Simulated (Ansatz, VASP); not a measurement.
# V: VASP beside Ansatz

```xyz
2
Lattice="0.0000 2.5164 2.5164 2.5164 0.0000 2.5164 2.5164 2.5164 0.0000" Properties=species:S:1:pos:R:3 pbc="T T T"
V     0.6291    0.6291    0.6291
V     4.4037    4.4037    4.4037
```

Alike in both runs: task single point; functional LDA; k mesh 17 × 17 × 17; occupations fermi-dirac, width 0.1 eV; no spin polarisation.

|  | VASP | Ansatz |
| --- | --- | --- |
| version | VASP 6.6.1 | Ansatz 0.2.0 |
| potentials or method | VASP PAW LDA potentials, release 64 (V_sv), cutoff 520 eV | plane waves (420 eV) with PAW, scalar-relativistic |
| valence electrons in the cell | 26 | 26 |

|  | VASP | Ansatz | Ansatz less VASP |
| --- | --- | --- | --- |
| pressure (GPa) | 4.8 | 3.5 | -1.29 |

Ansatz warns that its potentials were made for another functional, while VASP's fit it. LDA's correlation is that of Perdew and Zunger in VASP and of Perdew and Wang (1992) in Ansatz.
